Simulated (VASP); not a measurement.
A run of VASP 6.6.1:

File INCAR:

```
  PREC = Accurate
  ENCUT = 600
  EDIFF = 1E-7
  ISMEAR = 0
  SIGMA = 0.1
  LREAL = False
  LASPH = True
  NELM = 80
  ALGO = Normal
  ISIF = 3
  LWAVE = False
  LCHARG = False
  GGA = PE
  IBRION = 2
  NSW = 90
  EDIFFG = -0.04
```

KPOINTS

```
Automatic mesh
0
Gamma
  3 3 6
```

POSCAR

```
CaH
1.0
    6.5146760520      0.0000000000      0.0000000000
   -3.2573380260      5.6418749585      0.0000000000
    0.0000000000      0.0000000000      3.3737164222
Ca H
3 3
Direct
    0.5000000000      0.0000000000      0.0000000000
    0.5000000000      0.5000000000      0.0000000000
    0.0000000000      0.5000000000      0.0000000000
    0.0000000000      0.0000000000      0.0000000000
    0.3333333333      0.6666666667      0.5000000000
    0.6666666667      0.3333333333      0.5000000000
```

Potentials or basis: VASP PAW PBE potentials, release 64 (Ca_sv, H).

Launch:

```sh
$ cat potpaw_PBE.64/Ca_sv/POTCAR potpaw_PBE.64/H/POTCAR > POTCAR
$ mpirun -np 1 vasp_std > vasp.out
```

Hardware: 1 thread of Intel(R) Xeon(R) 6975P-C (Granite Rapids) (shared host).

Estimate the wall time of this run.

It took 85 s on 1 thread of Intel(R) Xeon(R) 6975P-C (Granite Rapids), with other jobs on the host, peak memory 0.28 GiB. Counts: scf iterations 36, k points 12, ion steps 3.
